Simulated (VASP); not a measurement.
# ZrSi3O8: relaxation of cell and atoms with PBE

ZrSi3O8:

```
Zr Si O
1.0
     4.25794    0.00000    0.00000
     0.00000    4.25794    0.00000
     0.00000    0.00000    8.50593
Zr Si O
1 3 8
Direct
  0.50000 0.50000 0.50000
  0.50000 0.00000 0.00000
  0.00000 0.50000 0.00000
  0.00000 0.00000 0.50000
  0.78239 0.21761 0.38531
  0.21761 0.78239 0.38531
  0.74931 0.25069 0.91060
  0.25069 0.74931 0.91060
  0.78239 0.78239 0.61469
  0.21761 0.21761 0.61469
  0.74931 0.74931 0.08940
  0.25069 0.25069 0.08940
```

| Property | Result |
| --- | --- |
| Program | VASP 6.6.1 |
| Task | relaxation of cell and atoms |
| Functional | PBE |
| Potentials or basis | VASP PAW PBE potentials, release 64 (Zr_sv, Si, O) |
| Cutoff | 600 eV |
| k mesh | 6 × 6 × 4 |
| Occupations | gaussian, width 0.02 eV |
| Spin | no spin polarisation |
| Dipole correction | no |
| Further INCAR settings | ALGO = Normal; EDIFF = 1e-06; IBRION = 2; EDIFFG = -0.01; NSW = 100; ISIF = 3 |

| Quantity | Value |
| --- | --- |
| Relaxed volume | 12.86 Å³/atom |
| Relaxed cell | a = 4.260 Å, b = 4.260 Å, c = 8.504 Å, α = 90.00°, β = 90.00°, γ = 90.00° |
| Space group after relaxing (to 0.1 Å) | P-42m (No. 111) |
| Energy gained by relaxing | 0.0 meV/atom |
| Ionic steps | 4 |
| Pressure after relaxing | 0.0 GPa |
| Largest force after relaxing | 0.007 eV/Å |
| Band gap on the k mesh | 4.12 eV (least direct gap 4.34 eV) |

Forces in eV/Å, atoms in the order of the input:
```
Zr   0.000  0.000  0.000
Si   0.000  0.000  0.000
Si   0.000  0.000  0.000
Si   0.000  0.000  0.000
O   -0.003  0.003 -0.006
O    0.003 -0.003 -0.006
O    0.000  0.000  0.000
O    0.000  0.000  0.000
O   -0.003 -0.003  0.006
O    0.003  0.003  0.006
O    0.000  0.000  0.000
O    0.000  0.000  0.000
```

Stress tensor (GPa, compression positive):
```
-0.01  0.00  0.00
 0.00 -0.01  0.00
 0.00  0.00 -0.12
```

The path:
```csv
step,energy change (eV),largest force (eV/Å),pressure (GPa),volume (Å³)
1,0.0000,0.0454,0.20,154.21
2,0.0002,0.0404,-0.42,154.58
3,-0.0002,0.0122,-0.06,154.36
4,-0.0003,0.0068,-0.04,154.30
```

Final structure:
```
CELL_PARAMETERS angstrom
4.25967 0.00000 0.00000
0.00000 4.25967 0.00000
0.00000 0.00000 8.50368
ATOMIC_POSITIONS crystal
Zr 0.50000 0.50000 0.50000
Si 0.50000 0.00000 0.00000
Si 0.00000 0.50000 0.00000
Si 0.00000 0.00000 0.50000
O 0.78244 0.21756 0.38512
O 0.21756 0.78244 0.38512
O 0.74930 0.25070 0.91064
O 0.25070 0.74930 0.91064
O 0.78244 0.78244 0.61488
O 0.21756 0.21756 0.61488
O 0.74930 0.74930 0.08936
O 0.25070 0.25070 0.08936
```

Levels at points of the mesh, in eV from the valence-band top:
```csv
k point,band 33,band 34,band 35,band 36,band 37,band 38,band 39,band 40
"(0.00, 0.00, 0.00)",-0.48,-0.26,-0.22,-0.22,4.12,4.72,5.44,5.44
"(0.50, 0.00, 0.00)",-0.88,-0.70,-0.05,-0.01,4.92,5.22,5.46,6.19
"(0.50, 0.50, 0.00)",-0.54,-0.54,-0.51,-0.41,5.13,5.76,6.26,6.26
"(0.00, 0.00, 0.50)",-0.49,-0.26,-0.20,-0.20,4.51,4.57,5.48,5.48
"(0.50, 0.00, 0.50)",-0.85,-0.67,-0.08,-0.03,4.93,5.23,5.47,6.24
"(0.50, 0.50, 0.50)",-0.55,-0.54,-0.54,-0.40,5.11,5.76,6.30,6.30
```

Run time: 12 min on 1 thread of AMD EPYC 7R13, on a shared host, peak memory 0.4 GiB.

A k mesh can miss the band edges.
